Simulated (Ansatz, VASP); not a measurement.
C in VASP and in Ansatz

INCAR

```
SYSTEM = C
ALGO     = Normal         ! electronic algorithm
EDIFF    = 1E-6           ! SCF threshold, eV
EDIFFG   = -0.002         ! ionic threshold
ENCUT    = 520            ! plane-wave cutoff, eV
GGA      = PS             ! functional
IBRION   = 2              ! ionic algorithm
ISIF     = 2              ! what is computed and relaxed
ISMEAR   = 0              ! smearing method
LASPH    = .True.         ! aspherical terms in the spheres
LCHARG   = .False.        ! write CHGCAR
LREAL    = .False.        ! projectors in reciprocal space
LWAVE    = .False.        ! write WAVECAR
NELM     = 100            ! most SCF steps
NSW      = 60             ! ionic steps
PREC     = Accurate       ! precision mode
SIGMA    = 0.02           ! smearing width, eV
```

File KPOINTS:

```
k-points
0
Gamma
  9 9 6
  0 0 0
```

Contents of POSCAR:

```
C
1.0
    2.4893572955      0.0000000000      0.0000000000
   -1.2446786477      2.1558466570      0.0000000000
    0.0000000000      0.0000000000      4.2229976408
C
4
Direct
    0.3333333333      0.6666666667     -0.0002008248
    0.6666666667      0.3333333333      0.4997991752
    0.3333333333      0.6666666667      0.3742008248
    0.6666666667      0.3333333333      0.8742008248
```

Input for Ansatz:

```yaml
crystal:
  lattice:
    - [2.4893572955, 0.0, 0.0]
    - [-1.2446786477, 2.155846657, 0.0]
    - [0.0, 0.0, 4.2229976408]
  atoms:
    - { symbol: C, position: [0.3333333333, 0.6666666667, -0.0002008248] }
    - { symbol: C, position: [0.6666666667, 0.3333333333, 0.4997991752] }
    - { symbol: C, position: [0.3333333333, 0.6666666667, 0.3742008248] }
    - { symbol: C, position: [0.6666666667, 0.3333333333, 0.8742008248] }
basis:
  ecutwfc: 420
kpoints:
  mp_grid: { grid: [9, 9, 6] }
hamiltonian:
  xc: pbesol
  pseudopotentials: { kind: paw, azcp: { folder: soft_1 } }
scf:
  occupations: { method: gaussian, width: 0.02 }
output:
  forces: true
  stress: true
  eigenvalues: true
relax:
  adjacent_minimum: "off"
  f_tol: 0.002
  max_steps: 40
```

Change from the starting cell: strained cell.

Alike in both runs: task relaxation of the atoms; functional PBEsol; k mesh 9 × 9 × 6; occupations gaussian, width 0.02 eV; no spin polarisation.

|  | VASP | Ansatz |
| --- | --- | --- |
| version | VASP 6.6.1 | Ansatz 0.2.0 |
| potentials or method | VASP PAW PBE potentials, release 64 (C), cutoff 520 eV | scalar-relativistic, plane waves, PAW |
| valence electrons in the cell | 16 | 16 |

```tsv
	VASP	Ansatz	Ansatz less VASP
gap on the k mesh at the Fermi level, each at its own relaxed structure (eV)	3.04	3.07	+0.024
```

VASP's potentials were made for PBE, not for PBEsol, and Ansatz warns of the same on its side. Ansatz's warnings: stress scf threshold loose.
